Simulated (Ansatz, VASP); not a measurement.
# Two plane-wave programs on Be

```
CELL_PARAMETERS angstrom
2.28530 0.00000 0.00000
-1.14265 1.97913 0.00000
0.00000 0.00000 3.58420
ATOMIC_POSITIONS crystal
Be 0.33333 0.66667 0.25000
Be 0.66667 0.33333 0.75000
```

Alike in both runs: task single point; functional PBE; k mesh 14 × 14 × 8; occupations gaussian, width 0.15 eV; no spin polarisation.

```csv
,VASP,Ansatz
version,VASP 6.6.1,Ansatz 0.2.0
potentials or method,"VASP PAW PBE potentials, release 64 (Be), cutoff 600 eV","plane waves, PAW"
valence electrons in the cell,4,4
```

```csv
,VASP,Ansatz,Ansatz less VASP
pressure (GPa),-2.7,-2.9,-0.15
"traceless stress, the component that is largest in VASP (GPa)",0.35,0.33,-0.023
```
